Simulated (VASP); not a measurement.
Write the native input for VASP 6.6.1 that does the following.

| Quantity | Value |
| --- | --- |
| Task | single point |
| Functional | PBE |
| Potentials or basis | VASP PAW PBE potentials, release 64 (Al, Ni) |
| Cutoff | 520 eV |
| k mesh | 20 × 20 × 20 |
| Occupations | gaussian, width 0.15 eV |
| Spin | no spin polarisation |
| Dipole correction | no |
| Further INCAR settings | ALGO = Fast; EDIFF = 1e-06; NBANDS = 14 |

The structure of AlNi lies in POSCAR:

```
AlNi
1.0
    2.8930835326      0.0000000000      0.0000000000
    0.0000000000      2.8930835326      0.0000000000
    0.0000000000      0.0000000000      2.8930835326
Al Ni
1 1
Direct
    0.0000000000      0.0000000000      0.0000000000
    0.4251641550      0.4251641550      0.4251641550
```

This cell differs from its parent crystal: all Ni atoms moved +0.375 Å, as atom 2 towards its neighbour atom 1 (Al) at 2.505 Å.

One way to write it, as run:

INCAR

```
SYSTEM = AlNi
PREC     = Accurate       ! precision mode
ENCUT    = 520            ! plane-wave cutoff, eV
EDIFF    = 1E-6           ! SCF threshold, eV
ISMEAR   = 0              ! smearing method
SIGMA    = 0.15           ! smearing width, eV
LREAL    = .False.        ! projectors in reciprocal space
LASPH    = .True.         ! aspherical terms in the spheres
NELM     = 60             ! most SCF steps
ALGO     = Fast           ! electronic algorithm
ISIF     = 2              ! what is computed and relaxed
LWAVE    = .False.        ! write WAVECAR
LCHARG   = .False.        ! write CHGCAR
GGA      = PE             ! functional
NBANDS   = 14             ! bands
```

KPOINTS

```
regular mesh
0
Gamma
  20 20 20
  0 0 0
```

Potentials or basis: VASP PAW PBE potentials, release 64 (Al, Ni).

The run is started by

```sh
$ cat potpaw_PBE.64/Al/POTCAR potpaw_PBE.64/Ni/POTCAR > POTCAR
$ mpirun -np 1 vasp_std > vasp.out
```

Results of the run:

* Pressure: 9.5 GPa
* Largest force: 2.882 eV/Å

Caveat: the cell differs from its parent crystal (all Ni atoms moved +0.375 Å, as atom 2 towards its neighbour atom 1 (Al) at 2.505 Å); forces of over 1 eV/Å act on the atoms, so gaps and moduli don't describe the material at rest.

Run time: 4.8 min on 1 thread of AMD EPYC 7R43 64-Core Processor (Zen 3) (shared host), peak memory 0.33 GiB.
